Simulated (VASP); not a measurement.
# SnTe (F-43m) in VASP: further runs, part 2 of 2

VASP 6.6.1. Earlier steps stand in the parts before.

## (4) Single point, PBEsol

The input, INCAR:

```
SYSTEM = SnTe
PREC = Accurate
ENCUT = 520
EDIFF = 1E-6
ISMEAR = 1
SIGMA = 0.01
LREAL = .FALSE.
LASPH = .TRUE.
NELM = 100
ALGO = Normal
ISIF = 2
LWAVE = .FALSE.
LCHARG = .FALSE.
GGA = PS
NBANDS = 17
```

The input, KPOINTS:

```
regular mesh
0
G
  6 6 6
  0 0 0
```

The input, POSCAR:

```
SnTe
1.0
    0.0000000000      3.6111460000      3.6111460000
    3.6111460000      0.0000000000      3.6111460000
    3.6111460000      3.6111460000      0.0000000000
Te Sn
1 1
Direct
    0.2500000000      0.2500000000      0.2500000000
    0.0000000000      0.0000000000      0.0000000000
```

Potentials or basis: VASP PAW PBE potentials, release 64 (Te, Sn_d).

On the command line:

```sh
> cat potpaw_PBE.64/Te/POTCAR potpaw_PBE.64/Sn_d/POTCAR > POTCAR
> mpirun -np 1 vasp_std > vasp.out
```

OUTCAR:

```text
SYSTEM = SnTe
   PREC = Accurate
   ENCUT = 520
   EDIFF = 1E-6
   ISMEAR = 1
   LREAL = .FALSE.
   LASPH = .TRUE.
   NELM = 100
   ISIF = 2
   GGA = PS

 ion  position               nearest neighbor table
   1  0.250  0.250  0.250-   2 3.13   2 3.13   2 3.13   2 3.13
   2  0.000  0.000  0.000-   1 3.13   1 3.13   1 3.13   1 3.13

  LATTYP: Found a face centered cubic cell.
 ALAT       =     7.2222920000

  Lattice vectors:

 A1 = (   0.0000000000,   3.6111460000,   3.6111460000)
 A2 = (   3.6111460000,   0.0000000000,   3.6111460000)
 A3 = (   3.6111460000,   3.6111460000,   0.0000000000)

Analysis of symmetry for initial positions (statically):
=====================================================================
 Subroutine PRICEL returns:
 Original cell was already a primitive cell.

 Routine SETGRP: Setting up the symmetry group for a
 face centered cubic supercell.

 Subroutine GETGRP returns: Found 24 space group operations
 (whereof 24 operations were pure point group operations)
 out of a pool of 48 trial point group operations.

The static configuration has the point symmetry T_d .
[... 149 lines left out ...]
  free energy    TOTEN  =        -7.60188847 eV

  energy without entropy =       -7.60188847  energy(sigma->0) =       -7.60188847

 E-fermi :   2.9404     XC(G=0):  -7.6266

 val. band max:        2.8757126088   @ k =  -0.3333   0.5000   0.1667
 cond. band min:       3.1028450956   @ k =   0.5000   0.5000   0.0000
 fundamental gap:      0.2271324867
 Fermi energy:         2.9404243938

 k-point     1 :       0.0000    0.0000    0.0000
  band No.  band energies     occupation
      1     -18.6589      2.00000
      2     -18.6589      2.00000
      3     -18.6589      2.00000
      4     -18.6496      2.00000
      5     -18.6496      2.00000
      6      -8.5049      2.00000
[... 297 lines left out ...]
      4     -18.6501      2.00000
      5     -18.6490      2.00000
      6      -7.7426      2.00000
[... 9 lines left out ...]
     16      10.8868      0.00000
     17      10.9174      0.00000

------------------------ aborting loop because EDIFF is reached ----------------------------------------

  FORCE on cell =-STRESS in cart. coord.  units (eV):
  Direction    XX          YY          ZZ          XY          YZ          ZX
  --------------------------------------------------------------------------------------
  -------------------------------------------------------------------------------------
  Total       -0.8099584     -0.8099584     -0.8099584      0.0000000      0.0000000      0.0000000
  in kB      -13.7786965    -13.7786965    -13.7786965      0.0000000      0.0000000      0.0000000
  external PRESSURE =     -13.7786965 kB  Pullay stress =       0.0000000 kB

 VOLUME and BASIS-vectors are now :
 -----------------------------------------------------------------------------
  energy-cutoff  :      520.00
  volume of cell :       94.18
      direct lattice vectors                 reciprocal lattice vectors
     0.000000000  3.611146000  3.611146000    -0.138460201  0.138460201  0.138460201
     3.611146000  0.000000000  3.611146000     0.138460201 -0.138460201  0.138460201
     3.611146000  3.611146000  0.000000000     0.138460201  0.138460201 -0.138460201

 POSITION                                       TOTAL-FORCE (eV/Angst)
 -----------------------------------------------------------------------------------
      1.80557      1.80557      1.80557        -0.000000     -0.000000     -0.000000
      0.00000      0.00000      0.00000         0.000000      0.000000      0.000000
 -----------------------------------------------------------------------------------
    total drift:                               -0.000000     -0.000000     -0.000000

  FREE ENERGIE OF THE ION-ELECTRON SYSTEM (eV)
  ---------------------------------------------------
  free  energy   TOTEN  =        -7.6018884666 eV

  energy  without entropy=       -7.6018884666  energy(sigma->0) =       -7.60188847
```

stdout:

```text
POSCAR found type information on POSCAR TeSn
 POSCAR found :  2 types and       2 ions
 scaLAPACK will be used
 -----------------------------------------------------------------------------
|                                                                             |
|                                                                             |
|     You enforced a specific xc type in the INCAR file but a different       |
|     I HOPE YOU KNOW WHAT YOU ARE DOING!                                     |
|                                                                             |
 -----------------------------------------------------------------------------

 LDA part: xc-table for (Slater+PW92), standard interpolation
 POSCAR, INCAR and KPOINTS ok, starting setup
 FFT: planning ... GRIDC
 FFT: planning ... GRID_SOFT
 FFT: planning ... GRID
 WAVECAR not read
 entering main loop
```

Wall time 19 s (1 thread of Intel Xeon Platinum 8488C (Sapphire Rapids), shared host); peak memory 0.25 GiB.

Results:

```
Free energy            : -7.6019 eV
Pressure               : -1.4 GPa
Band gap on the k mesh : 0.23 eV, indirect (least direct gap 0.76 eV)
```

Caveat: the PAW data sets were made with another functional, which shifts forces and pressure a little; spin-orbit coupling is left out, which moves the levels of the heavy elements. A k mesh can miss the band edges.

## (5) Single point, PBEsol

The input, INCAR:

```
SYSTEM = SnTe
PREC = Accurate ; ENCUT = 520
EDIFF = 1E-7 ; ISMEAR = 1
SIGMA = 0.005 ; LREAL = .False.
LASPH = .True. ; NELM = 80
ALGO = Normal ; ISIF = 2
LWAVE = .False. ; LCHARG = .False.
GGA = PS ; NBANDS = 17
```

The input, KPOINTS:

```
Automatic mesh
0
Gamma
  6 6 6
  0 0 0
```

POSCAR is that of step 4.

On the command line:

```sh
> cat potpaw_PBE.64/Te/POTCAR potpaw_PBE.64/Sn_d/POTCAR > POTCAR
> mpirun -np 1 vasp_std > vasp.out
```

It took 18 s on 1 thread of Intel Xeon Platinum 8488C (Sapphire Rapids), shared host; peak memory 0.24 GiB.

The run converged. Its results:

```
Free energy            : -7.6019 eV
Pressure               : -1.4 GPa
Band gap on the k mesh : 0.23 eV, indirect (least direct gap 0.76 eV)
```

Levels at points of the mesh, in eV from the valence-band top:
```csv
k point,band 6,band 7,band 8,band 9,band 10,band 11,band 12,band 13,band 14,band 15
"(0.00, 0.00, 0.00)",-11.38,-5.05,-1.76,-1.76,-1.76,1.15,1.15,1.15,4.14,6.59
"(0.50, 0.00, 0.00)",-10.84,-6.86,-2.30,-2.30,-1.90,1.95,1.95,3.54,5.71,6.44
"(0.50, 0.50, 0.00)",-10.62,-7.22,-2.96,-2.96,-0.53,0.23,4.03,4.03,5.50,6.50
```

Caveat: the PAW data sets were made with another functional, which shifts forces and pressure a little; spin-orbit coupling is left out, which moves the levels of the heavy elements.

## (6) Single point, PBE

The input, INCAR:

```
SYSTEM = SnTe
  PREC = Accurate
  ENCUT = 520
  EDIFF = 1E-6
  ISMEAR = -1
  SIGMA = 0.05
  LREAL = .False.
  LASPH = .True.
  NELM = 100
  ALGO = Normal
  ISIF = 2
  LWAVE = .False.
  LCHARG = .False.
  GGA = PE
  NBANDS = 17
```

KPOINTS is that of step 5.

POSCAR is that of step 5.

Potentials or basis: VASP PAW PBE potentials, release 64 (Te, Sn_d).

On the command line:

```sh
> cat potpaw_PBE.64/Te/POTCAR potpaw_PBE.64/Sn_d/POTCAR > POTCAR
> mpirun -np 1 vasp_std > vasp.out
```

OUTCAR:

```text
SYSTEM = SnTe
   PREC = Accurate
   ENCUT = 520
   EDIFF = 1E-6
   ISMEAR = -1
   LREAL = .False.
   LASPH = .True.
   NELM = 100
   ISIF = 2
   GGA = PE

 ion  position               nearest neighbor table
   1  0.250  0.250  0.250-   2 3.13   2 3.13   2 3.13   2 3.13
   2  0.000  0.000  0.000-   1 3.13   1 3.13   1 3.13   1 3.13

  LATTYP: Found a face centered cubic cell.
 ALAT       =     7.2222920000

  Lattice vectors:

 A1 = (   0.0000000000,   3.6111460000,   3.6111460000)
 A2 = (   3.6111460000,   0.0000000000,   3.6111460000)
 A3 = (   3.6111460000,   3.6111460000,   0.0000000000)

Analysis of symmetry for initial positions (statically):
=====================================================================
 Subroutine PRICEL returns:
 Original cell was already a primitive cell.

 Routine SETGRP: Setting up the symmetry group for a
 face centered cubic supercell.

 Subroutine GETGRP returns: Found 24 space group operations
 (whereof 24 operations were pure point group operations)
 out of a pool of 48 trial point group operations.

The static configuration has the point symmetry T_d .

Analysis of symmetry for dynamics (positions and initial velocities):
=====================================================================
 Subroutine PRICEL returns:
 Original cell was already a primitive cell.

 Routine SETGRP: Setting up the symmetry group for a
 face centered cubic supercell.

 Subroutine GETGRP returns: Found 24 space group operations
 (whereof 24 operations were pure point group operations)
 out of a pool of 48 trial point group operations.

The dynamic configuration has the point symmetry T_d .

 Subroutine INISYM returns: Found 24 space group operations
 (whereof 24 operations are pure point group operations),
 and found     1 'primitive' translations

----------------------------------------------------------------------------------------

                                     Primitive cell

  volume of cell :      94.1814

  direct lattice vectors                    reciprocal lattice vectors
     0.000000000  3.611146000  3.611146000    -0.138460201  0.138460201  0.138460201
     3.611146000  0.000000000  3.611146000     0.138460201 -0.138460201  0.138460201
     3.611146000  3.611146000  0.000000000     0.138460201  0.138460201 -0.138460201

  length of vectors
     5.106931649  5.106931649  5.106931649     0.239820102  0.239820102  0.239820102

  position of ions in fractional coordinates (direct lattice)
     0.250000000  0.250000000  0.250000000
     0.000000000  0.000000000  0.000000000

  ion indices of the primitive-cell ions
   primitive index   ion index
                 1           1
                 2           2

----------------------------------------------------------------------------------------

 KPOINTS: Automatic mesh

Automatic generation of k-mesh.
 Grid dimensions read from file:
 generate k-points for:    6    6    6

 Generating k-lattice:

  Cartesian coordinates                     Fractional coordinates (reciprocal lattice)
    -0.023076700  0.023076700  0.023076700     0.166666667  0.000000000  0.000000000
     0.023076700 -0.023076700  0.023076700     0.000000000  0.166666667  0.000000000
     0.023076700  0.023076700 -0.023076700     0.000000000  0.000000000  0.166666667

  Length of vectors
     0.039970017  0.039970017  0.039970017

  Shift w.r.t. Gamma in fractional coordinates (k-lattice)
     0.000000000  0.000000000  0.000000000

 Subroutine IBZKPT returns following result:
 ===========================================

 Found     16 irreducible k-points:

 Following reciprocal coordinates:
            Coordinates               Weight
  0.000000  0.000000  0.000000      1.000000
  0.166667  0.000000  0.000000      8.000000
  0.333333  0.000000  0.000000      8.000000
  0.500000  0.000000  0.000000      4.000000
  0.166667  0.166667  0.000000      6.000000
  0.333333  0.166667  0.000000     24.000000
[... 8 lines left out ...]
 -0.333333  0.333333  0.166667     24.000000
 -0.333333  0.500000  0.166667     12.000000
   k-points           NKPTS =     16   k-points in BZ     NKDIM =     16   number of bands    NBANDS=     17
   number of dos      NEDOS =    301   number of ions     NIONS =      2
   total plane-waves  NPLWV =  64000
   dimension x,y,z NGX =    40 NGY =   40 NGZ =   40
   dimension x,y,z NGXF=    80 NGYF=   80 NGZF=   80
   ions per type =               1   1
   NGX,Y,Z   is equivalent  to a cutoff of  13.02, 13.02, 13.02 a.u.
   NGXF,Y,Z  is equivalent  to a cutoff of  26.04, 26.04, 26.04 a.u.
 SYSTEM =  SnTe
   PREC   = accura    normal or accurate (medium, high low for compatibility)
   ISTART =      0    job   : 0-new  1-cont  2-samecut
   ICHARG =      2    charge: 1-file 2-atom 10-const
   ISPIN  =      1    spin polarized calculation?
   LNONCOLLINEAR =      F non collinear calculations
   LSORBIT =      F    spin-orbit coupling
   LASPH  =      T    aspherical Exc in radial PAW
   ENCUT  =  520.0 eV  38.22 Ry    6.18 a.u.   9.50  9.50  9.50*2*pi/ulx,y,z
   NELM   =    100;   NELMIN=  2; NELMDL= -5     # of ELM steps
   EDIFF  = 0.1E-05   stopping-criterion for ELM
   LREAL  =      F    real-space projection
   EDIFFG = 0.1E-04   stopping-criterion for IOM
   NSW    =      0    number of steps for IOM
   IBRION =     -1    ionic relax: 0-MD 1-quasi-New 2-CG
   NFREE  =      0    steps in history (QN), initial steepest desc. (CG)
   ISIF   =      2    stress and relaxation
   ISYM   =      2    0-nonsym 1-usesym 2-fastsym
   POTIM  = 0.5000    time-step for ionic-motion
   TEBEG  =    0.0;   TEEND  =   0.0 temperature during run
   PSTRESS=    0.0 pullay stress
   NELECT =      20.0000    total number of electrons
   NUPDOWN=      -1.0000    fix difference up-down
   EMIN   =  10.00;   EMAX   =-10.00  energy-range for DOS
   EFERMI =   0.00;   METHOD = LEGACY
   ISMEAR =    -1;   SIGMA  =   0.05  broadening in eV -4-tet -1-fermi 0-gaus
   EFERMI_NEDOS =   21; number of points for ismear=-14 and -15
   IALGO  =     38    algorithm
   IMIX   =      4    mixing-type and parameters
     AMIX     =   0.40;   BMIX     =  1.00
     AMIX_MAG =   1.60;   BMIX_MAG =  1.00
  volume/ion in A,a.u.               =      47.09       317.78
  Fermi-wavevector in a.u.,A,eV,Ry     =   0.976704  1.845704 12.979296  0.953951
  Thomas-Fermi vector in A             =   2.107344
   LORBIT       =      0    0 simple, 1 ext, 2 COOP (PROOUT), +10 PAW based schemes
   GGA     = PE    functional components
   LHFCALC =     F    Hartree Fock is set to
   AEXX    =    0.0000 exact exchange contribution
   IVDW    =     0    specifies the selected vdW correction
   LEPSILON=     F    determine dielectric tensor
   LRPA    =     F    only Hartree local field effects (RPA)
 non-spin polarized calculation
  energy-cutoff  :      520.00
  volume of cell :       94.18
 maximum number of plane-waves:      2637
 NGX is ok and might be reduce to    40
   NGX = 19   NGY = 19   NGZ = 19

 number of electron      19.9999999 magnetization

 Free energy of the ion-electron system (eV)
  ---------------------------------------------------
  ext. energy  EPLUGINS =         0.00000000
  ---------------------------------------------------
  free energy    TOTEN  =        -7.06461004 eV

  energy without entropy =       -7.06313701  energy(sigma->0) =       -7.06387352

 E-fermi :   3.1922     XC(G=0):  -7.4447

 val. band max:        3.0202458218   @ k =  -0.3333   0.5000   0.1667
 cond. band min:       3.2996239023   @ k =   0.5000   0.5000   0.0000
 fundamental gap:      0.2793780806
 Fermi energy:         3.1921989005

 k-point     1 :       0.0000    0.0000    0.0000
  band No.  band energies     occupation
      1     -18.6280      2.00000
      2     -18.6280      2.00000
      3     -18.6280      2.00000
      4     -18.6194      2.00000
      5     -18.6194      2.00000
      6      -8.3474      2.00000
[... 9 lines left out ...]
     16       9.6168      0.00000
     17      10.7917      0.00000
[... 281 lines left out ...]
 k-point    16 :      -0.3333    0.5000    0.1667
  band No.  band energies     occupation
      1     -18.6305      2.00000
      2     -18.6260      2.00000
      3     -18.6252      2.00000
      4     -18.6198      2.00000
      5     -18.6188      2.00000
      6      -7.5863      2.00000
[... 9 lines left out ...]
     16      11.0503      0.00000
     17      11.1161      0.00000

------------------------ aborting loop because EDIFF is reached ----------------------------------------

  FORCE on cell =-STRESS in cart. coord.  units (eV):
  Direction    XX          YY          ZZ          XY          YZ          ZX
  --------------------------------------------------------------------------------------
  -------------------------------------------------------------------------------------
  Total       -0.0361565     -0.0361565     -0.0361565     -0.0000000      0.0000000     -0.0000000
  in kB       -0.6150798     -0.6150798     -0.6150798     -0.0000000      0.0000000     -0.0000000
  external PRESSURE =      -0.6150798 kB  Pullay stress =       0.0000000 kB

 VOLUME and BASIS-vectors are now :
 -----------------------------------------------------------------------------
  energy-cutoff  :      520.00
  volume of cell :       94.18
      direct lattice vectors                 reciprocal lattice vectors
     0.000000000  3.611146000  3.611146000    -0.138460201  0.138460201  0.138460201
     3.611146000  0.000000000  3.611146000     0.138460201 -0.138460201  0.138460201
     3.611146000  3.611146000  0.000000000     0.138460201  0.138460201 -0.138460201

 POSITION                                       TOTAL-FORCE (eV/Angst)
 -----------------------------------------------------------------------------------
      1.80557      1.80557      1.80557        -0.000000     -0.000000     -0.000000
      0.00000      0.00000      0.00000         0.000000      0.000000      0.000000
 -----------------------------------------------------------------------------------
    total drift:                               -0.000000     -0.000000     -0.000000

  FREE ENERGIE OF THE ION-ELECTRON SYSTEM (eV)
  ---------------------------------------------------
  free  energy   TOTEN  =        -7.0646100378 eV

  energy  without entropy=       -7.0631370051  energy(sigma->0) =       -7.06387352
```

stdout:

```text
POSCAR found type information on POSCAR TeSn
 POSCAR found :  2 types and       2 ions
 scaLAPACK will be used
 LDA part: xc-table for (Slater+PW92), standard interpolation
 POSCAR, INCAR and KPOINTS ok, starting setup
 FFT: planning ... GRIDC
 FFT: planning ... GRID_SOFT
 FFT: planning ... GRID
 WAVECAR not read
 entering main loop
```

It took 18 s on 1 thread of Intel Xeon Platinum 8488C (Sapphire Rapids), shared host; peak memory 0.24 GiB.

What came out:

* Free energy: -7.0646 eV
* Pressure: -0.1 GPa
* Band gap on the k mesh: 0.28 eV, indirect (least direct gap 0.80 eV)

Levels at points of the mesh, in eV from the valence-band top:
| k point | band 7 | band 8 | band 9 | band 10 | band 11 | band 12 | band 13 | band 14 |
| --- | --- | --- | --- | --- | --- | --- | --- | --- |
| (0.00, 0.00, 0.00) | -5.03 | -1.77 | -1.77 | -1.77 | 1.17 | 1.17 | 1.17 | 4.28 |
| (0.50, 0.00, 0.00) | -6.84 | -2.30 | -2.30 | -1.88 | 1.97 | 1.97 | 3.56 | 5.84 |
| (0.50, 0.50, 0.00) | -7.20 | -2.96 | -2.96 | -0.52 | 0.28 | 4.04 | 4.04 | 5.58 |

Caveat: spin-orbit coupling is left out, which moves the levels of the heavy elements. A k mesh can miss the band edges.

## (7) Summary

```csv
level,smearing,gap on the mesh (eV),pressure (GPa)
PBEsol,methfessel-paxton 0.05 eV,0.23,-1.4
PBEsol,methfessel-paxton 0.025 eV,0.23,-1.4
PBEsol,methfessel-paxton 0.01 eV,0.23,-1.4
PBEsol,methfessel-paxton 0.005 eV,0.23,-1.4
PBE,fermi-dirac 0.05 eV,0.28,-0.1
```

Alike in all rows: task single point; potentials or basis VASP PAW PBE potentials, release 64 (Te, Sn_d); no spin polarisation; cell as given; k mesh 6 × 6 × 6; cutoff (eV) 520.

On the cell as given the gap runs from 0.23 eV (PBEsol) to 0.28 eV (PBE). The pressure there spans -1.4 GPa (PBEsol) to -0.1 GPa (PBE); a positive pressure means that this level wants a larger cell, a negative one a smaller.

Caveats: spin-orbit coupling is left out, which moves the levels of the heavy elements; the PAW data sets were made with another functional, which shifts forces and pressure a little (some runs).

Absolute energies hang on the potentials; compare differences alone.
